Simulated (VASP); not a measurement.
SiO2:

```xyz
6
Lattice="-2.3740 2.3740 3.7440 2.3740 -2.3740 3.7440 2.3740 2.3740 -3.7440" Properties=species:S:1:pos:R:3 pbc="T T T"
Si    0.0000    0.0000    0.0000
Si    0.0000    2.3740    1.8720
O     1.1870    2.9599    2.8080
O     0.5858    1.1870    0.9360
O    -1.1870    1.7882    2.8080
O    -0.5858    3.5611    0.9360
```

Base run:

```yaml
Program: VASP 6.6.1
Functional: r2SCAN
Potentials_or_basis: VASP PAW PBE potentials, release 64 (Si, O)
Cutoff: 520 eV
k_mesh: 8 × 8 × 8
Occupations: gaussian, width 0.02 eV
Spin: no spin polarisation
```

Its results: band gap on the k mesh 6.69 eV, direct; pressure -1.1 GPa; largest force 0.187 eV/Å.

Task: The run is repeated on the same cell with these changes: functional from r2SCAN to LDA; potentials or basis from VASP PAW PBE potentials, release 64 (Si, O) to VASP PAW LDA potentials, release 64 (Si, O). What comes out?

Result: Band gap on the k mesh 5.82 eV, direct; pressure -2.3 GPa; largest force 0.252 eV/Å.

Caveats: the PAW data sets were made with another functional, which shifts forces and pressure a little (some runs).

A k mesh can miss the band edges.
